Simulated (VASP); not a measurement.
A run of VASP 6.6.1:

File INCAR:

```
SYSTEM = Al3Cl
  ALGO = Normal
  EDIFF = 1E-6
  ENCUT = 520
  GGA = PE
  ISIF = 2
  ISMEAR = 0
  LASPH = .True.
  LCHARG = .False.
  LREAL = .False.
  LWAVE = .False.
  NBANDS = 16
  NELM = 80
  PREC = Accurate
  SIGMA = 0.1
```

Contents of KPOINTS:

```
k-points
0
Gamma
  6 6 2
  0 0 0
```

Contents of POSCAR:

```
Al3Cl
1.0
    2.8857174800      0.0000000000      0.0000000000
   -1.4428587400      2.4991046500      0.0000000000
    0.0000000000      0.0000000000      8.9543183800
Al Cl
3 1
Direct
    0.6666666700      0.3333333300      0.5000000000
    0.3333333300      0.6666666700      0.2419234500
    0.3333333300      0.6666666700      0.7580765500
    0.6666666700      0.3333333300      0.0000000000
```

Potentials or basis: VASP PAW PBE potentials, release 64 (Al, Cl).

The run is started by

```bash
$ cat potpaw_PBE.64/Al/POTCAR potpaw_PBE.64/Cl/POTCAR > POTCAR
$ mpirun -np 1 vasp_std > vasp.out
```

Hardware: 1 thread of Intel(R) Xeon(R) 6975P-C (Granite Rapids), with other jobs on the host.

Estimate the wall time of this run.

It took 7.1 s on 1 thread of Intel(R) Xeon(R) 6975P-C (Granite Rapids) (shared host), peak memory 0.18 GiB. Counts: scf iterations 12, k points 14.
